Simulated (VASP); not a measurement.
# ZnSbO2 (P-6m2) in VASP: single point with PBE

Aim: the single point of ZnSbO2 with PBE.

All numbers are computed with VASP 6.6.1; they aren't measurements. Logs are shortened: lines on timing, memory, paths and dates and some standing lists are left out, and cuts for length are marked.

### 1 The cell of the first run

The structure is hexagonal, space group P-6m2 (No. 187). Conventional cell: a = 4.110 Å, b = 4.110 Å, c = 4.130 Å, α = 90.00°, β = 90.00°, γ = 120.00°. Within 3.1 Å of Zn (site symmetry -6m2) lie 3 Sb at 2.37 Å and 6 O at 2.71 Å. Within 3.1 Å of Sb (site symmetry -6m2) lie 3 Zn at 2.37 Å and 6 O at 2.71 Å. O (site symmetry 3m) has 1 O at 1.52 Å within 2.0 Å.

### 2 Single point, PBE

INCAR reads:

```
SYSTEM = ZnSbO2
  ALGO = Normal
  EDIFF = 1E-7
  ENCUT = 520
  GGA = PE
  ISIF = 2
  ISMEAR = 0
  LASPH = .TRUE.
  LCHARG = .TRUE.
  LELF = .TRUE.
  LREAL = .FALSE.
  LVHAR = .TRUE.
  LWAVE = .FALSE.
  NBANDS = 22
  NELM = 100
  PREC = Accurate
  SIGMA = 0.1
```

KPOINTS reads:

```
k-points
0
G
  6 6 4
  0 0 0
```

POSCAR reads:

```
ZnSbO2
1.0
    4.1099533500      0.0000000000      0.0000000000
   -2.0549766700      3.5593240100      0.0000000000
    0.0000000000      0.0000000000      4.1303759100
Zn Sb O
1 1 2
Direct
    0.6666666700      0.3333333300      0.5000000000
    0.0000000000      0.0000000000      0.5000000000
    0.3333333300      0.6666666700      0.1841203000
    0.3333333300      0.6666666700      0.8158797000
```

Potentials or basis: VASP PAW PBE potentials, release 64 (Zn, Sb, O).

Started as:

```console
cat potpaw_PBE.64/Zn/POTCAR potpaw_PBE.64/Sb/POTCAR potpaw_PBE.64/O/POTCAR > POTCAR
mpirun -np 1 vasp_std > vasp.out
```

OUTCAR:

```text
SYSTEM = ZnSbO2
   EDIFF = 1E-7
   ENCUT = 520
   GGA = PE
   ISIF = 2
   ISMEAR = 0
   LASPH = .TRUE.
   LREAL = .FALSE.
   NELM = 100
   PREC = Accurate

 ion  position               nearest neighbor table
   1  0.667  0.333  0.500-   2 2.37   2 2.37   2 2.37
   2  0.000  0.000  0.500-   1 2.37   1 2.37   1 2.37   4 2.71   3 2.71   4 2.71   3 2.71   4 2.71
                             3 2.71
   3  0.333  0.667  0.184-   4 1.52   2 2.71   2 2.71   2 2.71
   4  0.333  0.667  0.816-   3 1.52   2 2.71   2 2.71   2 2.71

  LATTYP: Found a hexagonal cell.
 ALAT       =     4.1099533500
 C/A-ratio  =     1.0049690491

  Lattice vectors:

 A1 = (   4.1099533500,   0.0000000000,   0.0000000000)
 A2 = (  -2.0549766700,   3.5593240100,   0.0000000000)
 A3 = (   0.0000000000,   0.0000000000,   4.1303759100)

Analysis of symmetry for initial positions (statically):
=====================================================================
 Subroutine PRICEL returns:
 Original cell was already a primitive cell.

 Routine SETGRP: Setting up the symmetry group for a
 hexagonal supercell.

 Subroutine GETGRP returns: Found 12 space group operations
 (whereof 12 operations were pure point group operations)
 out of a pool of 24 trial point group operations.

The static configuration has the point symmetry D_3h.

Analysis of symmetry for dynamics (positions and initial velocities):
=====================================================================
 Subroutine PRICEL returns:
 Original cell was already a primitive cell.

 Routine SETGRP: Setting up the symmetry group for a
 hexagonal supercell.

 Subroutine GETGRP returns: Found 12 space group operations
 (whereof 12 operations were pure point group operations)
 out of a pool of 24 trial point group operations.

The dynamic configuration has the point symmetry D_3h.

 Subroutine INISYM returns: Found 12 space group operations
 (whereof 12 operations are pure point group operations),
 and found     1 'primitive' translations

----------------------------------------------------------------------------------------

                                     Primitive cell

  volume of cell :      60.4218
[... 83 lines left out ...]
   ISPIN  =      1    spin polarized calculation?
   LNONCOLLINEAR =      F non collinear calculations
   LSORBIT =      F    spin-orbit coupling
   LASPH  =      T    aspherical Exc in radial PAW
   ENCUT  =  520.0 eV  38.22 Ry    6.18 a.u.   7.64  7.64  7.68*2*pi/ulx,y,z
   NELM   =    100;   NELMIN=  2; NELMDL= -5     # of ELM steps
   EDIFF  = 0.1E-06   stopping-criterion for ELM
   LREAL  =      F    real-space projection
   EDIFFG = 0.1E-05   stopping-criterion for IOM
   NSW    =      0    number of steps for IOM
   IBRION =     -1    ionic relax: 0-MD 1-quasi-New 2-CG
   NFREE  =      0    steps in history (QN), initial steepest desc. (CG)
   ISIF   =      2    stress and relaxation
   ISYM   =      2    0-nonsym 1-usesym 2-fastsym
   POTIM  = 0.5000    time-step for ionic-motion
   TEBEG  =    0.0;   TEEND  =   0.0 temperature during run
   PSTRESS=    0.0 pullay stress
   NELECT =      29.0000    total number of electrons
   NUPDOWN=      -1.0000    fix difference up-down
   EMIN   =  10.00;   EMAX   =-10.00  energy-range for DOS
   EFERMI =   0.00;   METHOD = LEGACY
   ISMEAR =     0;   SIGMA  =   0.10  broadening in eV -4-tet -1-fermi 0-gaus
   EFERMI_NEDOS =   21; number of points for ismear=-14 and -15
   IALGO  =     38    algorithm
   IMIX   =      4    mixing-type and parameters
     AMIX     =   0.40;   BMIX     =  1.00
     AMIX_MAG =   1.60;   BMIX_MAG =  1.00
  volume/ion in A,a.u.               =      15.11       101.94
  Fermi-wavevector in a.u.,A,eV,Ry     =   1.281768  2.422191 22.353416  1.642930
  Thomas-Fermi vector in A             =   2.414119
   LORBIT       =      0    0 simple, 1 ext, 2 COOP (PROOUT), +10 PAW based schemes
   GGA     = PE    functional components
   LHFCALC =     F    Hartree Fock is set to
   AEXX    =    0.0000 exact exchange contribution
   IVDW    =     0    specifies the selected vdW correction
   LEPSILON=     F    determine dielectric tensor
   LRPA    =     F    only Hartree local field effects (RPA)
 non-spin polarized calculation
 Gauss-broadening in eV      SIGMA  =   0.10
  energy-cutoff  :      520.00
  volume of cell :       60.42
 maximum number of plane-waves:      1677
 NGX is ok and might be reduce to    32
   NGX = 15   NGY = 15   NGZ = 15

 number of electron      28.9999988 magnetization

 Free energy of the ion-electron system (eV)
  ---------------------------------------------------
  ext. energy  EPLUGINS =         0.00000000
  ---------------------------------------------------
  free energy    TOTEN  =       -13.22459481 eV

  energy without entropy =      -13.20592425  energy(sigma->0) =      -13.21525953

 E-fermi :   5.1532     XC(G=0): -10.3947

 val. band max:        5.1350945338   @ k =   0.3333   0.3333   0.5000
 cond. band min:       5.1563307701   @ k =   0.1667   0.1667   0.2500
 fundamental gap:      0.0212362363
 Fermi energy:         5.1531978676

 k-point     1 :       0.0000    0.0000    0.0000
  band No.  band energies     occupation
      1     -16.5455      2.00000
      2     -10.6031      2.00000
      3      -6.4184      2.00000
      4      -3.1407      2.00000
      5      -3.1407      2.00000
      6      -2.5186      2.00000
[... 514 lines left out ...]
     21      13.8610      0.00000
     22      17.7310      0.00000

------------------------ aborting loop because EDIFF is reached ----------------------------------------

  FORCE on cell =-STRESS in cart. coord.  units (eV):
  Direction    XX          YY          ZZ          XY          YZ          ZX
  --------------------------------------------------------------------------------------
  -------------------------------------------------------------------------------------
  Total       10.2138199     10.2138199     -1.8846802      0.0000000     -0.0000000      0.0000000
  in kB      270.8349969    270.8349969    -49.9751658      0.0000004     -0.0000000      0.0000000
  external PRESSURE =     163.8982760 kB  Pullay stress =       0.0000000 kB

 VOLUME and BASIS-vectors are now :
 -----------------------------------------------------------------------------
  energy-cutoff  :      520.00
  volume of cell :       60.42
      direct lattice vectors                 reciprocal lattice vectors
     4.109953350  0.000000000  0.000000000     0.243311764  0.140476112  0.000000000
    -2.054976670  3.559324010  0.000000000     0.000000000  0.280952225  0.000000000
     0.000000000  0.000000000  4.130375910     0.000000000  0.000000000  0.242108714

 POSITION                                       TOTAL-FORCE (eV/Angst)
 -----------------------------------------------------------------------------------
      2.05498      1.18644      2.06519        -0.000000      0.000000      0.000000
      0.00000      0.00000      2.06519         0.000000     -0.000000      0.000000
     -0.00000      2.37288      0.76049        -0.000000     -0.000000     -2.501317
     -0.00000      2.37288      3.36989        -0.000000      0.000000      2.501317
 -----------------------------------------------------------------------------------
    total drift:                                0.000053     -0.000031      0.000000

  FREE ENERGIE OF THE ION-ELECTRON SYSTEM (eV)
  ---------------------------------------------------
  free  energy   TOTEN  =       -13.2245948135 eV

  energy  without entropy=      -13.2059242518  energy(sigma->0) =      -13.21525953
```

stdout:

```text
POSCAR found type information on POSCAR ZnSbO
 POSCAR found :  3 types and       4 ions
 scaLAPACK will be used
 LDA part: xc-table for (Slater+PW92), standard interpolation
 POSCAR, INCAR and KPOINTS ok, starting setup
 FFT: planning ... GRIDC
 FFT: planning ... GRID_SOFT
 FFT: planning ... GRID
 WAVECAR not read
 entering main loop
```

It took 22 s on 1 thread of Intel Xeon Platinum 8259CL at 2.50GHz (Skylake/Cascade Lake), shared host; peak memory 0.19 GiB.

Results:

- Free energy: -13.2246 eV
- Pressure: 16.4 GPa
- Largest force: 2.501 eV/Å

Forces on the atoms (eV/Å):
```
Zn   0.000  0.000  0.000
Sb   0.000  0.000  0.000
O    0.000  0.000 -2.501
O    0.000  0.000  2.501
```

Caveat: the k points lie up to 0.38 Å⁻¹ apart; spin-orbit coupling is left out, which moves the levels of the heavy elements; an odd number of electrons without spin polarisation forces a metal; a magnetic or distorted state may lie lower.
